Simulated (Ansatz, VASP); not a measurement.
Hf6TaAlO16 in VASP and in Ansatz

```
CELL_PARAMETERS angstrom
-5.08950 5.08950 -0.00173
-5.08950 -0.00173 5.08941
0.00160 5.08938 5.08929
ATOMIC_POSITIONS crystal
O 0.85726 0.85752 0.42721
O 0.34944 0.94979 0.35057
O 0.94951 0.34972 0.35059
O 0.85732 0.85762 0.85848
O 0.34948 0.34979 0.35066
O 0.42605 0.85754 0.85840
O 0.85727 0.42632 0.85838
O 0.34943 0.34969 0.95068
O 0.60456 0.60481 0.18545
O 0.10685 0.67781 0.10798
O 0.67753 0.10716 0.10801
O 0.60449 0.60480 0.60566
O 0.10671 0.10705 0.10789
O 0.18434 0.60482 0.60571
O 0.60453 0.18464 0.60568
O 0.10685 0.10711 0.67868
Al 0.49945 0.49976 0.50055
Hf 0.49985 0.99939 0.00021
Hf 0.99912 0.50013 0.00022
Hf 0.99910 0.99941 0.50098
Hf 0.49990 0.50017 0.00023
Hf 0.49988 0.99941 0.50103
Hf 0.99910 0.50018 0.50104
Ta 0.99940 0.99968 0.00057
```

Alike in both runs: functional PBE; k mesh 3 × 3 × 3; occupations gaussian, width 0.1 eV; no spin polarisation.

Ansatz relaxed the structure, and its values are those at the end. VASP's run is a single point on that final structure, the one shown.

|  | VASP | Ansatz |
| --- | --- | --- |
| version | VASP 6.6.1 | Ansatz 0.2.0 |
| potentials or method | VASP PAW PBE potentials, release 64 (O, Al, Hf_pv, Ta_pv), cutoff 520 eV | scalar-relativistic, plane waves, PAW |
| valence electrons in the cell | 170 | 268 |

```csv
,VASP,Ansatz,Ansatz less VASP
gap on the k mesh at the Fermi level (eV),3.58,3.62,+0.039
least direct gap on the mesh (eV),3.60,3.64,+0.037
pressure (GPa),-2.6,-0.2,+2.37
rms of the force components (eV/Å),0.071,0.002,-0.0692
```

The functional is the same, so the differences come from potentials, cutoffs and numerics. VASP's potentials hold 170 valence electrons a cell and Ansatz's 268, so a difference there can come from the potentials and not from the codes.

Spin-orbit coupling is off throughout.
